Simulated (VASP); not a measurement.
GaN:

```
CELL_PARAMETERS angstrom
3.11508 0.00000 0.00000
-1.55754 2.69774 0.00000
0.00000 0.00000 5.06054
ATOMIC_POSITIONS crystal
Ga 0.66667 0.33333 0.50000
Ga 0.33333 0.66667 0.00000
N 0.66667 0.33333 0.87500
N 0.33333 0.66667 0.37500
```

Base run:

| Quantity | Value |
| --- | --- |
| Program | VASP 6.6.1 |
| Functional | r2SCAN |
| Dispersion | rVV10 |
| Potentials or basis | VASP PAW PBE potentials, release 64 (Ga_d, N) |
| Cutoff | 520 eV |
| k mesh | 10 × 10 × 5 |
| Occupations | fermi-dirac, width 0.05 eV |
| Spin | no spin polarisation |

Its results: band gap on the k mesh 2.77 eV, direct; pressure 15.2 GPa; largest force 0.162 eV/Å.

**Question.** The run is repeated on the same cell with these changes: dispersion from rVV10 to D4. What comes out?

**Answer.** Band gap on the k mesh 2.81 eV, direct; pressure 14.4 GPa; largest force 0.164 eV/Å.

Caveats: the PAW data sets were made with another functional, which shifts forces and pressure a little.

